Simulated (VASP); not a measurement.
# HoTeI (P-6m2) in VASP: notebook

Runs on HoTeI. Level: PBE. Tasks: single point.

Program: VASP 6.6.1. These are calculated values, not measurements. Logs are shortened: lines on timing, memory, paths and dates and some standing lists are left out, and cuts for length are marked.

### 1 The cell of the first run

Symmetry: P-6m2, No. 187, hexagonal system. The conventional cell has a = 5.123 Å, b = 5.123 Å, c = 5.647 Å, α = 90.00°, β = 90.00°, γ = 120.00°. Ho (site symmetry -6m2) has 3 I at 2.96 Å within 3.9 Å. Te (site symmetry -6m2) has 6 I at 4.09 Å and 6 Ho at 4.09 Å and 6 Te at 5.12 Å within 5.4 Å. Within 3.9 Å of I (site symmetry -6m2) lie 3 Ho at 2.96 Å.

The cell was built from a structure type or drawn by symmetry, and may not be a known phase.

### 2 Single point, PBE

File INCAR:

```
PREC = Accurate
ENCUT = 500
EDIFF = 1E-6
ISMEAR = 0
SIGMA = 0.1
LREAL = False
LASPH = True
NELM = 200
ALGO = Normal
ISIF = 2
LWAVE = False
LCHARG = False
GGA = PE
NBANDS = 18
GGA_COMPAT = False
LMAXMIX = 6
```

File KPOINTS:

```
Automatic mesh
0
Gamma
  6 6 4
```

File POSCAR:

```
HoTeI
1.0
    5.1226925100      0.0000000000      0.0000000000
   -2.5613462500      4.4363818500      0.0000000000
    0.0000000000      0.0000000000      5.6472757500
Ho Te I
1 1 1
Direct
    0.3333333300      0.6666666700      0.5000000000
    0.6666666700      0.3333333300      0.0000000000
    0.0000000000      0.0000000000      0.5000000000
```

Potentials or basis: VASP PAW PBE potentials, release 64 (Ho_3, Te, I), 4f in core.

Run with:

```console
> cat potpaw_PBE.64/Ho_3/POTCAR potpaw_PBE.64/Te/POTCAR potpaw_PBE.64/I/POTCAR > POTCAR
> mpirun -np 1 vasp_std > vasp.out
```

OUTCAR:

```text
PREC = Accurate
   ENCUT = 500
   EDIFF = 1E-6
   ISMEAR = 0
   LREAL = False
   LASPH = True
   NELM = 200
   ISIF = 2
   GGA = PE

 ion  position               nearest neighbor table
   1  0.333  0.667  0.500-   3 2.96   3 2.96   3 2.96
   2  0.667  0.333  0.000-
   3  0.000  0.000  0.500-   1 2.96   1 2.96   1 2.96

  LATTYP: Found a hexagonal cell.
 ALAT       =     5.1226925100
 C/A-ratio  =     1.1024038119

  Lattice vectors:

 A1 = (   5.1226925100,   0.0000000000,   0.0000000000)
 A2 = (  -2.5613462500,   4.4363818500,   0.0000000000)
 A3 = (   0.0000000000,   0.0000000000,   5.6472757500)

Analysis of symmetry for initial positions (statically):
=====================================================================
 Subroutine PRICEL returns:
 Original cell was already a primitive cell.

 Routine SETGRP: Setting up the symmetry group for a
 hexagonal supercell.

 Subroutine GETGRP returns: Found 12 space group operations
 (whereof 12 operations were pure point group operations)
 out of a pool of 24 trial point group operations.

The static configuration has the point symmetry D_3h.

Analysis of symmetry for dynamics (positions and initial velocities):
=====================================================================
 Subroutine PRICEL returns:
 Original cell was already a primitive cell.

 Routine SETGRP: Setting up the symmetry group for a
 hexagonal supercell.

 Subroutine GETGRP returns: Found 12 space group operations
 (whereof 12 operations were pure point group operations)
 out of a pool of 24 trial point group operations.

The dynamic configuration has the point symmetry D_3h.

 Subroutine INISYM returns: Found 12 space group operations
 (whereof 12 operations are pure point group operations),
 and found     1 'primitive' translations

----------------------------------------------------------------------------------------

                                     Primitive cell

  volume of cell :     128.3412

  direct lattice vectors                    reciprocal lattice vectors
     5.122692510  0.000000000  0.000000000     0.195209843  0.112704455  0.000000000
    -2.561346250  4.436381850  0.000000000     0.000000000  0.225408911  0.000000000
     0.000000000  0.000000000  5.647275750     0.000000000  0.000000000  0.177076531

  length of vectors
     5.122692510  5.122692508  5.647275750     0.225408911  0.225408911  0.177076531

[... 77 lines left out ...]
   NELM   =    200;   NELMIN=  2; NELMDL= -5     # of ELM steps
   EDIFF  = 0.1E-05   stopping-criterion for ELM
   LREAL  =      F    real-space projection
   EDIFFG = 0.1E-04   stopping-criterion for IOM
   NSW    =      0    number of steps for IOM
   IBRION =     -1    ionic relax: 0-MD 1-quasi-New 2-CG
   NFREE  =      0    steps in history (QN), initial steepest desc. (CG)
   ISIF   =      2    stress and relaxation
   ISYM   =      2    0-nonsym 1-usesym 2-fastsym
   POTIM  = 0.5000    time-step for ionic-motion
   TEBEG  =    0.0;   TEEND  =   0.0 temperature during run
   PSTRESS=    0.0 pullay stress
   NELECT =      22.0000    total number of electrons
   NUPDOWN=      -1.0000    fix difference up-down
   EMIN   =  10.00;   EMAX   =-10.00  energy-range for DOS
   EFERMI =   0.00;   METHOD = LEGACY
   ISMEAR =     0;   SIGMA  =   0.10  broadening in eV -4-tet -1-fermi 0-gaus
   EFERMI_NEDOS =   21; number of points for ismear=-14 and -15
   IALGO  =     38    algorithm
   IMIX   =      4    mixing-type and parameters
     AMIX     =   0.40;   BMIX     =  1.00
     AMIX_MAG =   1.60;   BMIX_MAG =  1.00
  volume/ion in A,a.u.               =      42.78       288.70
  Fermi-wavevector in a.u.,A,eV,Ry     =   0.909411  1.718538 11.252410  0.827029
  Thomas-Fermi vector in A             =   2.033453
   LORBIT       =      0    0 simple, 1 ext, 2 COOP (PROOUT), +10 PAW based schemes
   GGA     = PE    functional components
   LHFCALC =     F    Hartree Fock is set to
   AEXX    =    0.0000 exact exchange contribution
   IVDW    =     0    specifies the selected vdW correction
   LEPSILON=     F    determine dielectric tensor
   LRPA    =     F    only Hartree local field effects (RPA)
 non-spin polarized calculation
 Gauss-broadening in eV      SIGMA  =   0.10
  energy-cutoff  :      500.00
  volume of cell :      128.34
 maximum number of plane-waves:      3296
 NGX is ok and might be reduce to    40
   NGX = 19   NGY = 19   NGZ = 21

 number of electron      22.0000001 magnetization

 Free energy of the ion-electron system (eV)
  ---------------------------------------------------
  ext. energy  EPLUGINS =         0.00000000
  ---------------------------------------------------
  free energy    TOTEN  =       -10.56188014 eV

  energy without entropy =      -10.56142448  energy(sigma->0) =      -10.56165231

 E-fermi :   2.9703     XC(G=0):  -8.1628

 val. band max:        2.8461746681   @ k =   0.3333   0.3333   0.5000
 cond. band min:       3.0836136790   @ k =   0.3333   0.3333   0.0000
 fundamental gap:      0.2374390108
 Fermi energy:         2.9702571081

 k-point     1 :       0.0000    0.0000    0.0000
  band No.  band energies     occupation
      1     -23.0176      2.00000
      2     -23.0176      2.00000
      3     -23.0046      2.00000
      4     -11.1956      2.00000
      5      -6.4858      2.00000
      6      -1.8041      2.00000
[... 418 lines left out ...]
      5      -6.4018      2.00000
      6      -2.2104      2.00000
[... 10 lines left out ...]
     17       6.8662      0.00000
     18       7.9864      0.00000

------------------------ aborting loop because EDIFF is reached ----------------------------------------

  FORCE on cell =-STRESS in cart. coord.  units (eV):
  Direction    XX          YY          ZZ          XY          YZ          ZX
  --------------------------------------------------------------------------------------
  -------------------------------------------------------------------------------------
  Total       -1.0612390     -1.0612390     -7.1392327     -0.0000000     -0.0000000      0.0000000
  in kB      -13.2482211    -13.2482211    -89.1242566     -0.0000000     -0.0000000      0.0000000
  external PRESSURE =     -38.5402329 kB  Pullay stress =       0.0000000 kB

 VOLUME and BASIS-vectors are now :
 -----------------------------------------------------------------------------
  energy-cutoff  :      500.00
  volume of cell :      128.34
      direct lattice vectors                 reciprocal lattice vectors
     5.122692510  0.000000000  0.000000000     0.195209843  0.112704455  0.000000000
    -2.561346250  4.436381850  0.000000000     0.000000000  0.225408911  0.000000000
     0.000000000  0.000000000  5.647275750     0.000000000  0.000000000  0.177076531

 POSITION                                       TOTAL-FORCE (eV/Angst)
 -----------------------------------------------------------------------------------
     -0.00000      2.95759      2.82364         0.000000      0.000000      0.000000
      2.56135      1.47879      0.00000        -0.000000      0.000000      0.000000
      0.00000      0.00000      2.82364         0.000000      0.000000      0.000000
 -----------------------------------------------------------------------------------
    total drift:                               -0.000005      0.000003     -0.000000

  FREE ENERGIE OF THE ION-ELECTRON SYSTEM (eV)
  ---------------------------------------------------
  free  energy   TOTEN  =       -10.5618801401 eV

  energy  without entropy=      -10.5614244750  energy(sigma->0) =      -10.56165231
```

stdout:

```text
POSCAR found type information on POSCAR HoTeI
 POSCAR found :  3 types and       3 ions
 scaLAPACK will be used
 LDA part: xc-table for (Slater+PW92), standard interpolation
 POSCAR, INCAR and KPOINTS ok, starting setup
 FFT: planning ... GRIDC
 FFT: planning ... GRID_SOFT
 FFT: planning ... GRID
 WAVECAR not read
 entering main loop
```

Run time: 26 s. Hardware: 1 thread of AMD EPYC 9R45 (Zen 5), shared host; peak memory 0.24 GiB.

What came out:

```
Free energy            : -10.5619 eV
Pressure               : -3.9 GPa
Band gap on the k mesh : 0.24 eV (least direct gap 0.80 eV)
```

Levels at points of the mesh, in eV from the valence-band top:
```tsv
k point	band 8	band 9	band 10	band 11	band 12	band 13	band 14	band 15
(0.00, 0.00, 0.00)	-3.68	-0.08	-0.08	-0.01	0.79	1.13	1.39	1.39
(0.50, 0.00, 0.00)	-3.53	-1.54	-0.93	-0.35	0.67	1.12	1.90	1.96
(0.00, 0.00, 0.50)	-3.21	-1.78	-0.27	-0.27	1.49	1.49	1.69	3.15
(0.50, 0.00, 0.50)	-3.85	-1.16	-0.85	-0.68	1.32	1.51	1.98	2.06
```

Caveat: the cell stands under tension; spin-orbit coupling is left out, which moves the levels of the heavy elements; the 4f electrons are frozen in the core, so they carry no moment and show no levels. A k mesh can miss the band edges.

### 3 Single point, PBE

This run uses another cell than the first one, of 31.52 Å³/atom.

File INCAR:

```
SYSTEM = HoTeI
  PREC = Accurate
  ENCUT = 500
  EDIFF = 1E-6
  ISMEAR = 0
  SIGMA = 0.01
  LREAL = .FALSE.
  LASPH = .TRUE.
  NELM = 200
  ALGO = Normal
  ISIF = 2
  LWAVE = .FALSE.
  LCHARG = .FALSE.
  GGA = PE
  NBANDS = 18
  GGA_COMPAT = .FALSE.
  LMAXMIX = 6
```

File KPOINTS:

```
Automatic mesh
0
G
  12 12 6
  0 0 0
```

File POSCAR:

```
HoTeI
1.0
    5.1467984817     -0.0000000029      0.0000000000
   -2.5733992383      4.4572582348      0.0000000000
    0.0000000000      0.0000000000      4.1213345438
Ho Te I
1 1 1
Direct
    0.3333333333      0.6666666667      0.5000000000
    0.6666666667      0.3333333333      0.0000000000
    0.0000000000      0.0000000000      0.5000000000
```

Potentials or basis: VASP PAW PBE potentials, release 64 (Ho_3, Te, I), 4f in core.

Run with:

```console
> cat potpaw_PBE.64/Ho_3/POTCAR potpaw_PBE.64/Te/POTCAR potpaw_PBE.64/I/POTCAR > POTCAR
> mpirun -np 1 vasp_std > vasp.out
```

OUTCAR:

```text
SYSTEM = HoTeI
   PREC = Accurate
   ENCUT = 500
   EDIFF = 1E-6
   ISMEAR = 0
   LREAL = .FALSE.
   LASPH = .TRUE.
   NELM = 200
   ISIF = 2
   GGA = PE

 ion  position               nearest neighbor table
   1  0.333  0.667  0.500-   3 2.97   3 2.97   3 2.97   2 3.62   2 3.62   2 3.62   2 3.62   2 3.62
                             2 3.62
   2  0.667  0.333  0.000-   3 3.62   3 3.62   1 3.62   1 3.62   1 3.62   1 3.62   3 3.62   3 3.62
                             3 3.62   3 3.62   1 3.62   1 3.62
   3  0.000  0.000  0.500-   1 2.97   1 2.97   1 2.97   2 3.62   2 3.62   2 3.62   2 3.62   2 3.62
                             2 3.62
[... 705 lines left out ...]
  --------------------------------------------------------------------------------------
  -------------------------------------------------------------------------------------
  Total        0.0855542      0.0855542      0.0129591      0.0000000     -0.0000000     -0.0000000
  in kB        1.4498025      1.4498025      0.2196052      0.0000000     -0.0000000     -0.0000000
  external PRESSURE =       1.0397368 kB  Pullay stress =       0.0000000 kB

 VOLUME and BASIS-vectors are now :
 -----------------------------------------------------------------------------
  energy-cutoff  :      500.00
  volume of cell :       94.55
      direct lattice vectors                 reciprocal lattice vectors
     5.146798482 -0.000000003  0.000000000     0.194295542  0.112176583  0.000000000
    -2.573399238  4.457258235  0.000000000     0.000000000  0.224353167  0.000000000
     0.000000000  0.000000000  4.121334544     0.000000000  0.000000000  0.242639851

 POSITION                                       TOTAL-FORCE (eV/Angst)
 -----------------------------------------------------------------------------------
      0.00000      2.97151      2.06067         0.000000     -0.000000      0.000000
      2.57340      1.48575      0.00000        -0.000000      0.000000      0.000000
      0.00000      0.00000      2.06067        -0.000000     -0.000000      0.000000
 -----------------------------------------------------------------------------------
    total drift:                               -0.000000      0.000000     -0.000000

  FREE ENERGIE OF THE ION-ELECTRON SYSTEM (eV)
  ---------------------------------------------------
  free  energy   TOTEN  =       -11.7581273229 eV

  energy  without entropy=      -11.7581248374  energy(sigma->0) =      -11.75812608
```

Run time: 52 s. Hardware: 1 thread of AMD EPYC 9R45 (Zen 5), shared host; peak memory 0.28 GiB.

Results:

- Free energy: -11.7581 eV
- Pressure: 0.1 GPa
- Band gap on the k mesh: 0.03 eV (least direct gap 0.15 eV)

Levels at points of the mesh, in eV from the valence-band top:
```
           k point  band 8  band 9  band 10  band 11  band 12  band 13  band 14  band 15
(0.00, 0.00, 0.00)   -3.19   -1.42    -1.42    -0.58     0.43     1.85     1.96     1.96
(0.50, 0.00, 0.00)   -2.99   -2.35    -1.36    -0.76     0.86     1.36     1.71     3.03
(0.00, 0.00, 0.50)   -3.76   -3.11    -1.89    -1.89     0.85     0.85     2.96     2.96
(0.50, 0.00, 0.50)   -4.10   -2.57    -2.06    -1.15     1.48     2.04     2.71     2.77
```

Caveat: spin-orbit coupling is left out, which moves the levels of the heavy elements; the 4f electrons are frozen in the core, so they carry no moment and show no levels. A k mesh can miss the band edges.
